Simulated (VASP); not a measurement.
Here is a VASP 6.6.1 calculation.

The input INCAR:

```
SYSTEM = NiO
PREC     = Accurate       ! precision mode
ENCUT    = 520            ! plane-wave cutoff, eV
EDIFF    = 1E-6           ! SCF threshold, eV
ISMEAR   = 0              ! smearing method
SIGMA    = 0.05           ! smearing width, eV
LREAL    = .False.        ! projectors in reciprocal space
LASPH    = .True.         ! aspherical terms in the spheres
NELM     = 150            ! most SCF steps
ALGO     = Normal         ! electronic algorithm
ISIF     = 2              ! what is computed and relaxed
LWAVE    = .False.        ! write WAVECAR
LCHARG   = .False.        ! write CHGCAR
ISPIN    = 2              ! spin polarisation
MAGMOM   = 1.91 0.21      ! initial moments
LORBIT   = 11             ! projections on sites
LMAXMIX  = 4              ! l up to which the mixer works
LDAU     = .True.         ! DFT+U
LDAUTYPE = 2            
LDAUL    = 2 -1           ! shell
LDAUU    = 6.2 0          ! U, eV
LDAUJ    = 0 0          
LDAUPRINT= 1            
GGA      = PE             ! functional
NBANDS   = 19             ! bands
```

The input KPOINTS:

```
Automatic mesh
0
Gamma
  12 12 12
  0 0 0
```

File POSCAR:

```
NiO
1.0
    0.0000000000      2.1870562834      2.1337134472
    2.1870562834      0.0000000000      2.1337134472
    2.1870562834      2.1870562834      0.0000000000
Ni O
1 1
Direct
    0.0000000000      0.0000000000      0.0000000000
    0.5000000000      0.5000000000      0.5000000000
```

Potentials or basis: VASP PAW PBE potentials, release 64 (Ni, O).

Command:

```bash
$ cat potpaw_PBE.64/Ni/POTCAR potpaw_PBE.64/O/POTCAR > POTCAR
$ mpirun -np 1 vasp_std > vasp.out
```

**Question.** Estimate the pressure.

**Answer.** -14.5 GPa.

**Question.** Predict the site moments.

**Answer.** Ni +1.83; O +0.16 μB.

**Question.** Predict the net moment.

**Answer.** 2.00 μB per cell.

Stress tensor (GPa, compression positive):
```
-15.42   0.00   0.00
  0.00 -15.42   0.00
  0.00   0.00 -12.68
```

Caveat: the cell differs from its parent crystal (strain +0.0250 x Voigt [1, 1, 0, 0, 0, 0]); the cell stands under tension; a cell with one magnetic atom can't hold antiferromagnetic order, which such compounds often take. The state reached can hang on the start; a lower one may exist.
